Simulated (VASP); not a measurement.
# BP (F-43m) in VASP: notebook

The runs below take BP through single point, with HSE06.

Everything below comes from runs of VASP 6.6.1. Logs are shortened: lines on timing, memory, paths and dates and some standing lists are left out, and cuts for length are marked.

### 1 The cell of the first run

The structure is cubic, space group F-43m (No. 216). The conventional cell has a = 4.535 Å, b = 4.535 Å, c = 4.535 Å, α = 90.00°, β = 90.00°, γ = 90.00°. B (site symmetry -43m) has 4 P at 1.96 Å within 2.6 Å. Within 2.6 Å of P (site symmetry -43m) lie 4 B at 1.96 Å.

### 2 Single point, HSE06 (11.66 Å³/atom)

File POSCAR:

```
BP
1.0
    0.0000000000      2.2675000000      2.2675000000
    2.2675000000      0.0000000000      2.2675000000
    2.2675000000      2.2675000000      0.0000000000
B P
1 1
Direct
    0.0000000000      0.0000000000      0.0000000000
    0.2500000000      0.2500000000      0.2500000000
```

File INCAR.step1:

```
PREC = Accurate ; ENCUT = 420
EDIFF = 1E-5 ; ISMEAR = 0
SIGMA = 0.01 ; LREAL = F
LASPH = T ; NELM = 120
ALGO = Normal ; ISIF = 2
LWAVE = T ; LCHARG = F
NBANDS = 11 ; GGA = PE
GGA_COMPAT = F
```

File INCAR.step2:

```
PREC = Accurate ; ENCUT = 420
EDIFF = 1E-6 ; ISMEAR = 0
SIGMA = 0.01 ; LREAL = F
LASPH = T ; NELM = 120
ALGO = Normal ; ISIF = 2
LWAVE = F ; LCHARG = F
GGA = PE ; LHFCALC = T
HFSCREEN = 0.2079 ; PRECFOCK = Normal
NBANDS = 11 ; ISTART = 1
GGA_COMPAT = F
```

File KPOINTS:

```
Automatic mesh
0
Gamma
  6 6 6
```

Potentials or basis: VASP PAW PBE potentials, release 64 (B, P).

The run is started by

```
cat potpaw_PBE.64/B/POTCAR potpaw_PBE.64/P/POTCAR > POTCAR
cp INCAR.step1 INCAR
mpirun -np 1 vasp_std > vasp.out
cp INCAR.step2 INCAR
mpirun -np 1 vasp_std > vasp.out
```

OUTCAR:

```text
PREC = Accurate
   ENCUT = 420
   EDIFF = 1E-6
   ISMEAR = 0
   LREAL = F
   LASPH = T
   NELM = 120
   ISIF = 2
   GGA = PE
   LHFCALC = T
   HFSCREEN = 0.2079
   PRECFOCK = Normal
   ISTART = 1

 ion  position               nearest neighbor table
   1  0.000  0.000  0.000-   2 1.96   2 1.96   2 1.96   2 1.96
   2  0.250  0.250  0.250-   1 1.96   1 1.96   1 1.96   1 1.96

  LATTYP: Found a face centered cubic cell.
 ALAT       =     4.5350000000

  Lattice vectors:

 A1 = (   0.0000000000,   2.2675000000,   2.2675000000)
 A2 = (   2.2675000000,   0.0000000000,   2.2675000000)
 A3 = (   2.2675000000,   2.2675000000,   0.0000000000)

Analysis of symmetry for initial positions (statically):
=====================================================================
 Subroutine PRICEL returns:
 Original cell was already a primitive cell.

 Routine SETGRP: Setting up the symmetry group for a
 face centered cubic supercell.

 Subroutine GETGRP returns: Found 24 space group operations
 (whereof 24 operations were pure point group operations)
 out of a pool of 48 trial point group operations.

The static configuration has the point symmetry T_d .

Analysis of symmetry for dynamics (positions and initial velocities):
=====================================================================
 Subroutine PRICEL returns:
 Original cell was already a primitive cell.

 Routine SETGRP: Setting up the symmetry group for a
 face centered cubic supercell.

 Subroutine GETGRP returns: Found 24 space group operations
 (whereof 24 operations were pure point group operations)
 out of a pool of 48 trial point group operations.

The dynamic configuration has the point symmetry T_d .

 Subroutine INISYM returns: Found 24 space group operations
 (whereof 24 operations are pure point group operations),
 and found     1 'primitive' translations

----------------------------------------------------------------------------------------

                                     Primitive cell

  volume of cell :      23.3170

  direct lattice vectors                    reciprocal lattice vectors
     0.000000000  2.267500000  2.267500000    -0.220507166  0.220507166  0.220507166
     2.267500000  0.000000000  2.267500000     0.220507166 -0.220507166  0.220507166
     2.267500000  2.267500000  0.000000000     0.220507166  0.220507166 -0.220507166

  length of vectors
     3.206729253  3.206729253  3.206729253     0.381929616  0.381929616  0.381929616

  position of ions in fractional coordinates (direct lattice)
     0.000000000  0.000000000  0.000000000
     0.250000000  0.250000000  0.250000000

  ion indices of the primitive-cell ions
   primitive index   ion index
                 1           1
                 2           2

----------------------------------------------------------------------------------------

 KPOINTS: Automatic mesh

Automatic generation of k-mesh.
 Grid dimensions read from file:
 generate k-points for:    6    6    6

 Generating k-lattice:

  Cartesian coordinates                     Fractional coordinates (reciprocal lattice)
    -0.036751194  0.036751194  0.036751194     0.166666667  0.000000000  0.000000000
     0.036751194 -0.036751194  0.036751194     0.000000000  0.166666667  0.000000000
     0.036751194  0.036751194 -0.036751194     0.000000000  0.000000000  0.166666667

  Length of vectors
     0.063654936  0.063654936  0.063654936

  Shift w.r.t. Gamma in fractional coordinates (k-lattice)
     0.000000000  0.000000000  0.000000000

 Subroutine IBZKPT returns following result:
 ===========================================

 Found     16 irreducible k-points:

 Following reciprocal coordinates:
            Coordinates               Weight
  0.000000  0.000000  0.000000      1.000000
  0.166667  0.000000  0.000000      8.000000
  0.333333  0.000000  0.000000      8.000000
  0.500000  0.000000  0.000000      4.000000
  0.166667  0.166667  0.000000      6.000000
  0.333333  0.166667  0.000000     24.000000
[... 8 lines left out ...]
 -0.333333  0.333333  0.166667     24.000000
 -0.333333  0.500000  0.166667     12.000000
   k-points           NKPTS =     16   k-points in BZ     NKDIM =    216   number of bands    NBANDS=     11
   number of dos      NEDOS =    301   number of ions     NIONS =      2
   total plane-waves  NPLWV =  13824
   dimension x,y,z NGX =    24 NGY =   24 NGZ =   24
   dimension x,y,z NGXF=    48 NGYF=   48 NGZF=   48
   ions per type =               1   1
   NGX,Y,Z   is equivalent  to a cutoff of  12.44, 12.44, 12.44 a.u.
   NGXF,Y,Z  is equivalent  to a cutoff of  24.88, 24.88, 24.88 a.u.
 SYSTEM =  unknown system
   PREC   = accura    normal or accurate (medium, high low for compatibility)
   ISTART =      1    job   : 0-new  1-cont  2-samecut
   ICHARG =      0    charge: 1-file 2-atom 10-const
   ISPIN  =      1    spin polarized calculation?
   LNONCOLLINEAR =      F non collinear calculations
   LSORBIT =      F    spin-orbit coupling
   LASPH  =      T    aspherical Exc in radial PAW
   ENCUT  =  420.0 eV  30.87 Ry    5.56 a.u.   5.36  5.36  5.36*2*pi/ulx,y,z
   NELM   =    120;   NELMIN=  2; NELMDL=  0     # of ELM steps
   EDIFF  = 0.1E-05   stopping-criterion for ELM
   LREAL  =      F    real-space projection
   EDIFFG = 0.1E-04   stopping-criterion for IOM
   NSW    =      0    number of steps for IOM
   IBRION =     -1    ionic relax: 0-MD 1-quasi-New 2-CG
   NFREE  =      0    steps in history (QN), initial steepest desc. (CG)
   ISIF   =      2    stress and relaxation
   ISYM   =      3    0-nonsym 1-usesym 2-fastsym
   POTIM  = 0.5000    time-step for ionic-motion
   TEBEG  =    0.0;   TEEND  =   0.0 temperature during run
   PSTRESS=    0.0 pullay stress
   NELECT =       8.0000    total number of electrons
   NUPDOWN=      -1.0000    fix difference up-down
   EMIN   =  10.00;   EMAX   =-10.00  energy-range for DOS
   EFERMI =   0.00;   METHOD = LEGACY
   ISMEAR =     0;   SIGMA  =   0.01  broadening in eV -4-tet -1-fermi 0-gaus
   EFERMI_NEDOS =   21; number of points for ismear=-14 and -15
   IALGO  =     38    algorithm
   IMIX   =      1    mixing-type and parameters
     AMIX     =   0.40;   BMIX     =  1.00
     AMIX_MAG =   1.60;   BMIX_MAG =  1.00
  volume/ion in A,a.u.               =      11.66        78.68
  Fermi-wavevector in a.u.,A,eV,Ry     =   1.146078  2.165773 17.871183  1.313495
  Thomas-Fermi vector in A             =   2.282764
   LORBIT       =      0    0 simple, 1 ext, 2 COOP (PROOUT), +10 PAW based schemes
   GGA     = PE    functional components
   LHFCALC =     T    Hartree Fock is set to
   PRECFOCK=normal    Normal, Fast or Accurate (Low or Medium for compatibility)
   ENCUT4O =  -1.0   cutoff for four orbital integrals eV
   NKREDX  =     1    reduce k-point grid by
   NKREDY  =     1    reduce k-point grid by
   NKREDZ  =     1    reduce k-point grid by
   AEXX    =    0.2500 exact exchange contribution
   HFSCREEN=    0.2079 screening length (either q_TF or 0.3 A-1)
   HFSCREENC=   0.2079 screening length for correlation (either q_TF or 0.3 A-1)
   ENCUTFOCK=  -1.0 apply spherical cutoff to Coloumb kernel
   IVDW    =     0    specifies the selected vdW correction
   LEPSILON=     F    determine dielectric tensor
   LRPA    =     F    only Hartree local field effects (RPA)
 non-spin polarized calculation
 Gauss-broadening in eV      SIGMA  =   0.01
  energy-cutoff  :      420.00
  volume of cell :       23.32
 maximum number of plane-waves:       471
 NGX is ok and might be reduce to    24
  NGX = 18; NGY = 18; NGZ = 18

 number of electron       8.0000000 magnetization

 Free energy of the ion-electron system (eV)
  ---------------------------------------------------
  ext. energy  EPLUGINS =         0.00000000
  ---------------------------------------------------
  free energy    TOTEN  =       -14.82365958 eV

  energy without entropy =      -14.82365958  energy(sigma->0) =      -14.82365958

 E-fermi :   7.0825     XC(G=0):  -9.0136

 val. band max:        7.0313508757   @ k =   0.0000   0.0000   0.0000
 cond. band min:       9.0881626907   @ k =   0.5000   0.5000   0.0000
 fundamental gap:      2.0568118150
 Fermi energy:         7.0824639145

 k-point     1 :       0.0000    0.0000    0.0000
  band No.  band energies     occupation
      1     -10.0804      2.00000
      2       7.0314      2.00000
      3       7.0314      2.00000
      4       7.0314      2.00000
      5      11.3700      0.00000
      6      11.3700      0.00000
      7      11.3700      0.00000
      8      15.7510      0.00000
      9      19.6440      0.00000
     10      20.4870      0.00000
     11      20.4870      0.00000

 k-point     2 :       0.1667    0.0000    0.0000
  band No.  band energies     occupation
      1      -9.5329      2.00000
      2       3.9444      2.00000
      3       6.3214      2.00000
      4       6.3214      2.00000
      5      12.0142      0.00000
      6      12.3426      0.00000
      7      12.3426      0.00000
      8      17.0903      0.00000
      9      19.1990      0.00000
     10      19.1990      0.00000
     11      20.9907      0.00000

 k-point     3 :       0.3333    0.0000    0.0000
  band No.  band energies     occupation
      1      -7.9705      2.00000
      2      -0.4059      2.00000
      3       5.4247      2.00000
      4       5.4247      2.00000
      5      11.9011      0.00000
      6      12.9247      0.00000
      7      12.9247      0.00000
      8      18.4836      0.00000
      9      20.2606      0.00000
     10      20.2606      0.00000
     11      21.7868      0.00000
[... 155 lines left out ...]
 k-point    15 :      -0.3333    0.3333    0.1667
  band No.  band energies     occupation
      1      -5.1597      2.00000
      2      -1.9934      2.00000
      3       0.9917      2.00000
      4       2.6944      2.00000
      5      12.4887      0.00000
      6      13.8054      0.00000
      7      16.9810      0.00000
      8      17.5523      0.00000
      9      18.9204      0.00000
     10      23.5045      0.00000
     11      26.3180      0.00000

 k-point    16 :      -0.3333    0.5000    0.1667
  band No.  band energies     occupation
      1      -4.4566      2.00000
      2      -2.1641      2.00000
      3       1.2338      2.00000
      4       1.3687      2.00000
      5      11.7673      0.00000
      6      12.4169      0.00000
      7      17.5611      0.00000
      8      18.2219      0.00000
      9      21.6061      0.00000
     10      24.9324      0.00000
     11      25.2254      0.00000

------------------------ aborting loop because EDIFF is reached ----------------------------------------

  FORCE on cell =-STRESS in cart. coord.  units (eV):
  Direction    XX          YY          ZZ          XY          YZ          ZX
  --------------------------------------------------------------------------------------
  -------------------------------------------------------------------------------------
  Total       -0.2424534     -0.2424534     -0.2424534     -0.0000000      0.0000000     -0.0000000
  in kB      -16.6596919    -16.6596919    -16.6596919     -0.0000000      0.0000000     -0.0000000
  external PRESSURE =     -16.6596919 kB  Pullay stress =       0.0000000 kB

 VOLUME and BASIS-vectors are now :
 -----------------------------------------------------------------------------
  energy-cutoff  :      420.00
  volume of cell :       23.32
      direct lattice vectors                 reciprocal lattice vectors
     0.000000000  2.267500000  2.267500000    -0.220507166  0.220507166  0.220507166
     2.267500000  0.000000000  2.267500000     0.220507166 -0.220507166  0.220507166
     2.267500000  2.267500000  0.000000000     0.220507166  0.220507166 -0.220507166

 POSITION                                       TOTAL-FORCE (eV/Angst)
 -----------------------------------------------------------------------------------
      0.00000      0.00000      0.00000        -0.000000      0.000000      0.000000
      1.13375      1.13375      1.13375         0.000000     -0.000000     -0.000000
 -----------------------------------------------------------------------------------
    total drift:                               -0.000002      0.000001     -0.000000

  FREE ENERGIE OF THE ION-ELECTRON SYSTEM (eV)
  ---------------------------------------------------
  free  energy   TOTEN  =       -14.8236595751 eV

  energy  without entropy=      -14.8236595751  energy(sigma->0) =      -14.82365958
```

It took 5.9 min on 1 thread of Intel Xeon 8259CL, shared host; peak memory 0.24 GiB.

What came out:

| Quantity | Value |
| --- | --- |
| Free energy | -14.8237 eV |
| Pressure | -1.7 GPa |
| Band gap on the k mesh | 2.06 eV (least direct gap 4.34 eV) |

Caveat: the PAW data sets were made with another functional, which shifts forces and pressure a little. A k mesh can miss the band edges.

### 3 Single point, HSE06 (12.01 Å³/atom)

This run uses another cell than the first one, of 12.01 Å³/atom.

File POSCAR:

```
BP
1.0
    0.0000000000      2.2899519552      2.2899519552
    2.2899519552      0.0000000000      2.2899519552
    2.2899519552      2.2899519552      0.0000000000
B P
1 1
Direct
    0.0000000000      0.0000000000      0.0000000000
    0.2500000000      0.2500000000      0.2500000000
```

File INCAR.step1:

```
PREC = Accurate
ENCUT = 420
EDIFF = 1E-5
ISMEAR = 0
SIGMA = 0.01
LREAL = F
LASPH = T
NELM = 120
ALGO = Normal
ISIF = 2
LWAVE = T
GGA = PE
NBANDS = 11
GGA_COMPAT = F
```

File INCAR.step2:

```
PREC = Accurate
ENCUT = 420
EDIFF = 1E-6
ISMEAR = 0
SIGMA = 0.01
LREAL = F
LASPH = T
NELM = 120
ALGO = Normal
ISIF = 2
LWAVE = F
LCHARG = T
GGA = PE
LHFCALC = T
HFSCREEN = 0.2079
PRECFOCK = Normal
LELF = T
LVHAR = T
ISTART = 1
NBANDS = 11
GGA_COMPAT = F
```

File KPOINTS:

```
regular mesh
0
Gamma
  6 6 6
```

Potentials or basis: VASP PAW PBE potentials, release 64 (B, P).

The run is started by

```
cat potpaw_PBE.64/B/POTCAR potpaw_PBE.64/P/POTCAR > POTCAR
cp INCAR.step1 INCAR
mpirun -np 1 vasp_std > vasp.out
cp INCAR.step2 INCAR
mpirun -np 1 vasp_std > vasp.out
```

Run time: 5.8 min. Hardware: 1 thread of Intel Xeon 8259CL, shared host; peak memory 0.24 GiB.

It converged, with:

| Property | Result |
| --- | --- |
| Free energy | -14.8060 eV |
| Pressure | -6.4 GPa |
| Band gap on the k mesh | 2.11 eV (least direct gap 4.29 eV) |

Levels at points of the mesh, in eV from the valence-band top:
```tsv
k point	band 1	band 2	band 3	band 4	band 5	band 6	band 7	band 8	band 9
(0.00, 0.00, 0.00)	-16.83	0.00	0.00	0.00	4.29	4.29	4.29	8.25	12.40
(0.50, 0.00, 0.00)	-13.28	-9.78	-1.89	-1.89	4.56	5.70	5.70	11.27	15.99
(0.50, 0.50, 0.00)	-11.60	-9.42	-4.41	-4.41	2.11	2.43	13.56	13.56	16.62
```

Caveat: the cell stands under tension; the PAW data sets were made with another functional, which shifts forces and pressure a little.
